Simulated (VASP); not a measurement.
# CaO: single point with r2SCAN

Crystal: CaO.

```
Ca O
1.0
     0.00000    2.75375    2.75375
     2.75375    0.00000    2.75375
     2.75375    2.75375    0.00000
Ca O
1 1
Direct
  0.00000 0.00000 0.00000
  0.25000 0.25000 0.25000
```

This cell differs from its parent crystal: strain +5.6%.

```yaml
Program: VASP 6.6.1
Task: single point
Functional: r2SCAN
Potentials_or_basis: VASP PAW PBE potentials, release 64 (Ca_sv, O)
Cutoff: 520 eV
k_mesh: 8 × 8 × 8
Occupations: gaussian, width 0.01 eV
Spin: no spin polarisation
Dipole_correction: no
Further_INCAR_settings: ALGO = Normal; EDIFF = 1e-06; NBANDS = 15
```

```json
{
  "Pressure": "-9.2 GPa",
  "Band gap on the k mesh": "3.17 eV, indirect (least direct gap 3.55 eV)"
}
```

Levels at points of the mesh, in eV from the valence-band top:
```csv
k point,band 5,band 6,band 7,band 8,band 9,band 10,band 11,band 12
"(0.00, 0.00, 0.00)",-15.52,-0.38,-0.38,-0.38,3.17,7.93,7.93,9.19
"(0.50, 0.00, 0.00)",-15.15,-0.89,-0.20,-0.20,6.03,7.79,7.79,7.83
"(0.50, 0.50, 0.00)",-15.03,-1.11,0.00,0.00,5.00,6.65,8.79,9.04
```

It took 88 s on 1 thread of Intel(R) Xeon(R) Platinum 8259CL CPU @ 2.50GHz (Skylake/Cascade Lake), with other jobs on the host, peak memory 0.18 GiB.

Caveat: the cell differs from its parent crystal (strain +5.6%); the PAW data sets were made with another functional, which shifts forces and pressure a little. A k mesh can miss the band edges.
